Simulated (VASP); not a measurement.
# Mg in VASP: a series of runs

Aim: see how the results for Mg move with the level of theory and the settings. Levels: PBE+D4, PBE, PBEsol+D3(BJ), RPBE. Tasks: single point.

Program: VASP 6.6.1. These are calculated values, not measurements. Logs are shortened: lines on timing, memory, paths and dates and some standing lists are left out, and cuts for length are marked.

**1. The cell of the first run**

It takes space group I4/mmm (No. 139, tetragonal). Conventional cell: a = 3.672 Å, b = 3.672 Å, c = 3.359 Å, α = 90.00°, β = 90.00°, γ = 90.00°. Mg (site symmetry 4/mmm) has 14 Mg at 3.09 to 3.67 Å within 4.1 Å.

**2. Single point, PBE+D4**

Contents of INCAR:

```
SYSTEM = Mg
ALGO = Fast
EDIFF = 1E-7
ENCUT = 520
GGA = PE
ISIF = 2
ISMEAR = 0
IVDW = 13
LASPH = .TRUE.
LCHARG = .TRUE.
LELF = .TRUE.
LREAL = .FALSE.
LVHAR = .TRUE.
LWAVE = .FALSE.
NBANDS = 7
NELM = 100
PREC = Accurate
SIGMA = 0.01
```

Contents of KPOINTS:

```
k-points
0
G
  11 11 11
  0 0 0
```

Contents of POSCAR:

```
Mg
1.0
   -1.8359916300      1.8359916300      1.6794040200
    1.8359916300     -1.8359916300      1.6794040200
    1.8359916300      1.8359916300     -1.6794040200
Mg
1
Direct
    0.0000000000      0.0000000000      0.0000000000
```

Potentials or basis: VASP PAW PBE potentials, release 64 (Mg).

Launch:

```bash
cat potpaw_PBE.64/Mg/POTCAR > POTCAR
mpirun -np 1 vasp_std > vasp.out
```

OUTCAR:

```text
SYSTEM = Mg
   EDIFF = 1E-7
   ENCUT = 520
   GGA = PE
   ISIF = 2
   ISMEAR = 0
   IVDW = 13
   LASPH = .TRUE.
   LREAL = .FALSE.
   NELM = 100
   PREC = Accurate

 ion  position               nearest neighbor table
   1  0.000  0.000  0.000-

  LATTYP: Found a body centered tetragonal cell.
 ALAT       =     3.6719832600
 C/A-ratio  =     0.9147122419

  Lattice vectors:

 A1 = (  -1.8359916300,   1.8359916300,   1.6794040200)
 A2 = (   1.8359916300,  -1.8359916300,   1.6794040200)
 A3 = (   1.8359916300,   1.8359916300,  -1.6794040200)

Analysis of symmetry for initial positions (statically):
=====================================================================
 Subroutine PRICEL returns:
 Original cell was already a primitive cell.

 Routine SETGRP: Setting up the symmetry group for a
 body centered tetragonal supercell.

 Subroutine GETGRP returns: Found 16 space group operations
 (whereof 16 operations were pure point group operations)
 out of a pool of 16 trial point group operations.

The static configuration has the point symmetry D_4h.

Analysis of symmetry for dynamics (positions and initial velocities):
=====================================================================
 Subroutine PRICEL returns:
 Original cell was already a primitive cell.

 Routine SETGRP: Setting up the symmetry group for a
 body centered tetragonal supercell.

 Subroutine GETGRP returns: Found 16 space group operations
 (whereof 16 operations were pure point group operations)
 out of a pool of 16 trial point group operations.

The dynamic configuration has the point symmetry D_4h.

 Subroutine INISYM returns: Found 16 space group operations
 (whereof 16 operations are pure point group operations),
 and found     1 'primitive' translations

----------------------------------------------------------------------------------------

                                     Primitive cell

  volume of cell :      22.6442

  direct lattice vectors                    reciprocal lattice vectors
    -1.835991630  1.835991630  1.679404020     0.000000000  0.272332396  0.297724665
     1.835991630 -1.835991630  1.679404020     0.272332396  0.000000000  0.297724665
     1.835991630  1.835991630 -1.679404020     0.272332396  0.272332396  0.000000000

  length of vectors
     3.092269133  3.092269133  3.092269133     0.403490905  0.403490905  0.385136168

  position of ions in fractional coordinates (direct lattice)
     0.000000000  0.000000000  0.000000000

  ion indices of the primitive-cell ions
   primitive index   ion index
                 1           1

----------------------------------------------------------------------------------------

 KPOINTS: k-points

Automatic generation of k-mesh.
 Grid dimensions read from file:
 generate k-points for:   11   11   11

 Generating k-lattice:

  Cartesian coordinates                     Fractional coordinates (reciprocal lattice)
     0.000000000  0.024757491  0.027065879     0.090909091  0.000000000  0.000000000
     0.024757491  0.000000000  0.027065879     0.000000000  0.090909091  0.000000000
     0.024757491  0.024757491  0.000000000     0.000000000  0.000000000  0.090909091

  Length of vectors
     0.036680991  0.036680991  0.035012379

  Shift w.r.t. Gamma in fractional coordinates (k-lattice)
     0.000000000  0.000000000  0.000000000

 Subroutine IBZKPT returns following result:
 ===========================================

 Found    126 irreducible k-points:

 Following reciprocal coordinates:
            Coordinates               Weight
  0.000000  0.000000  0.000000      1.000000
  0.090909 -0.000000  0.000000      8.000000
  0.181818  0.000000 -0.000000      8.000000
  0.272727  0.000000  0.000000      8.000000
  0.363636 -0.000000  0.000000      8.000000
  0.454545  0.000000 -0.000000      8.000000
[... 16 lines left out ...]
 -0.272727  0.181818 -0.000000     16.000000
 -0.181818  0.181818  0.000000      4.000000
 [... further k-points ...]
   k-points           NKPTS =    126   k-points in BZ     NKDIM =    126   number of bands    NBANDS=      7
   number of dos      NEDOS =    301   number of ions     NIONS =      1
   total plane-waves  NPLWV =  13824
   dimension x,y,z NGX =    24 NGY =   24 NGZ =   24
   dimension x,y,z NGXF=    48 NGYF=   48 NGZF=   48
   ions per type =               1
   NGX,Y,Z   is equivalent  to a cutoff of  12.90, 12.90, 12.90 a.u.
   NGXF,Y,Z  is equivalent  to a cutoff of  25.81, 25.81, 25.81 a.u.
 SYSTEM =  Mg
   PREC   = accura    normal or accurate (medium, high low for compatibility)
   ISTART =      0    job   : 0-new  1-cont  2-samecut
   ICHARG =      2    charge: 1-file 2-atom 10-const
   ISPIN  =      1    spin polarized calculation?
   LNONCOLLINEAR =      F non collinear calculations
   LSORBIT =      F    spin-orbit coupling
   LASPH  =      T    aspherical Exc in radial PAW
   ENCUT  =  520.0 eV  38.22 Ry    6.18 a.u.   5.75  5.75  5.75*2*pi/ulx,y,z
   NELM   =    100;   NELMIN=  2; NELMDL= -5     # of ELM steps
   EDIFF  = 0.1E-06   stopping-criterion for ELM
   LREAL  =      F    real-space projection
   EDIFFG = 0.1E-05   stopping-criterion for IOM
   NSW    =      0    number of steps for IOM
   IBRION =     -1    ionic relax: 0-MD 1-quasi-New 2-CG
   NFREE  =      0    steps in history (QN), initial steepest desc. (CG)
   ISIF   =      2    stress and relaxation
   ISYM   =      2    0-nonsym 1-usesym 2-fastsym
   POTIM  = 0.5000    time-step for ionic-motion
   TEBEG  =    0.0;   TEEND  =   0.0 temperature during run
   PSTRESS=    0.0 pullay stress
   NELECT =       2.0000    total number of electrons
   NUPDOWN=      -1.0000    fix difference up-down
   EMIN   =  10.00;   EMAX   =-10.00  energy-range for DOS
   EFERMI =   0.00;   METHOD = LEGACY
   ISMEAR =     0;   SIGMA  =   0.01  broadening in eV -4-tet -1-fermi 0-gaus
   EFERMI_NEDOS =   21; number of points for ismear=-14 and -15
   IALGO  =     68    algorithm
   IMIX   =      4    mixing-type and parameters
     AMIX     =   0.40;   BMIX     =  1.00
     AMIX_MAG =   1.60;   BMIX_MAG =  1.00
  volume/ion in A,a.u.               =      22.64       152.81
  Fermi-wavevector in a.u.,A,eV,Ry     =   0.729065  1.377732  7.231974  0.531535
  Thomas-Fermi vector in A             =   1.820694
   LORBIT       =      0    0 simple, 1 ext, 2 COOP (PROOUT), +10 PAW based schemes
   GGA     = PE    functional components
   LHFCALC =     F    Hartree Fock is set to
   AEXX    =    0.0000 exact exchange contribution
   IVDW    =    13    specifies the selected vdW correction
   LEPSILON=     F    determine dielectric tensor
   LRPA    =     F    only Hartree local field effects (RPA)
 non-spin polarized calculation
 RMM-DIIS sequential band-by-band and
 Gauss-broadening in eV      SIGMA  =   0.01
  energy-cutoff  :      520.00
  volume of cell :       22.64
 maximum number of plane-waves:       618
   NGX = 11   NGY = 11   NGZ = 11

 number of electron       2.0000000 magnetization

 Free energy of the ion-electron system (eV)
  ---------------------------------------------------
  ext. energy  EPLUGINS =         0.00000000
  ---------------------------------------------------
  free energy    TOTEN  =        -1.47835886 eV

  energy without entropy =       -1.47832554  energy(sigma->0) =       -1.47834220

 E-fermi :   2.7783     XC(G=0):  -8.5357

 val. band max:        2.6944885152   @ k =   0.3636   0.3636   0.0000
 cond. band min:       2.7841954297   @ k =  -0.2727  -0.4545   0.2727
 fundamental gap:      0.0897069145
 Fermi energy:         2.7783485634

 k-point     1 :       0.0000    0.0000    0.0000
  band No.  band energies     occupation
      1      -4.2825      2.00000
      2      14.6845      0.00000
      3      16.5409      0.00000
      4      16.5409      0.00000
      5      16.8714      0.00000
      6      17.0917      0.00000
      7      17.0917      0.00000

 k-point     2 :       0.0909   -0.0000    0.0000
  band No.  band energies     occupation
      1      -4.0795      2.00000
      2      13.9011      0.00000
      3      14.3731      0.00000
      4      15.5127      0.00000
      5      15.6149      0.00000
      6      17.4857      0.00000
      7      18.1611      0.00000

 k-point     3 :       0.1818    0.0000   -0.0000
  band No.  band energies     occupation
      1      -3.4732      2.00000
      2      11.1343      0.00000
      3      12.7833      0.00000
      4      14.0778      0.00000
      5      14.4006      0.00000
      6      16.3103      0.00000
      7      18.9070      0.00000

 k-point     4 :       0.2727    0.0000    0.0000
  band No.  band energies     occupation
      1      -2.4714      2.00000
      2       8.0660      0.00000
      3      11.8833      0.00000
      4      12.9288      0.00000
      5      13.4565      0.00000
      6      15.3002      0.00000
      7      19.5842      0.00000

 k-point     5 :       0.3636   -0.0000    0.0000
  band No.  band energies     occupation
      1      -1.0878      2.00000
      2       5.2915      0.00000
      3      11.2704      0.00000
      4      12.1527      0.00000
      5      12.8287      0.00000
      6      14.5503      0.00000
      7      20.4797      0.00000
[... 161 lines left out ...]
 k-point    22 :      -0.3636    0.1818   -0.0000
  band No.  band energies     occupation
      1      -2.0160      2.00000
      2       7.4444      0.00000
      3       9.0444      0.00000
      4      12.6808      0.00000
      5      15.2228      0.00000
      6      17.9186      0.00000
      7      19.9162      0.00000

 k-point    23 :      -0.2727    0.1818   -0.0000
  band No.  band energies     occupation
      1      -2.9775      2.00000
      2       8.4881      0.00000
      3      12.0068      0.00000
      4      13.8544      0.00000
      5      15.8073      0.00000
      6      16.9534      0.00000
      7      18.6509      0.00000

 k-point    24 :      -0.1818    0.1818    0.0000
  band No.  band energies     occupation
      1      -3.5449      2.00000
      2       9.8050      0.00000
      3      14.6176      0.00000
      4      14.8782      0.00000
      5      15.8943      0.00000
      6      16.2086      0.00000
      7      17.7014      0.00000

 [... further k-points ...]

------------------------ aborting loop because EDIFF is reached ----------------------------------------

  DFT-D4 for vdW energy calculation

  Edisp (eV):   -0.16494

  FORCE on cell =-STRESS in cart. coord.  units (eV):
  Direction    XX          YY          ZZ          XY          YZ          ZX
  --------------------------------------------------------------------------------------
  -------------------------------------------------------------------------------------
  Total      -0.12374    -0.12374    -0.02868     0.00000     0.00000     0.00000
  in kB      -8.75536    -8.75536    -2.02929     0.00000     0.00000     0.00000
  external pressure =       -6.51 kB  Pullay stress =        0.00 kB

 VOLUME and BASIS-vectors are now :
 -----------------------------------------------------------------------------
  energy-cutoff  :      520.00
  volume of cell :       22.64
      direct lattice vectors                 reciprocal lattice vectors
    -1.835991630  1.835991630  1.679404020     0.000000000  0.272332396  0.297724665
     1.835991630 -1.835991630  1.679404020     0.272332396  0.000000000  0.297724665
     1.835991630  1.835991630 -1.679404020     0.272332396  0.272332396  0.000000000

 POSITION                                       TOTAL-FORCE (eV/Angst)
 -----------------------------------------------------------------------------------
      0.00000      0.00000      0.00000        -0.000000      0.000000      0.000000
 -----------------------------------------------------------------------------------
    total drift:                                0.000000      0.000000      0.000000

  FREE ENERGIE OF THE ION-ELECTRON SYSTEM (eV)
  ---------------------------------------------------
  free  energy   TOTEN  =        -1.6432958304 eV

  energy  without entropy=       -1.6432625014  energy(sigma->0) =       -1.64327917
```

It took 17 s on 1 thread of Intel Xeon Platinum 8259CL at 2.50GHz (Skylake/Cascade Lake), shared host; peak memory 0.15 GiB.

Results:

```yaml
Free_energy: -1.6433 eV
Pressure: -0.7 GPa
Band_gap_on_the_k_mesh: zero (bands 1 and 2 overlap by 4.33 eV)
Dispersion_energy_per_atom: -0.165 eV
```

(Continued in part 2 of 2.)
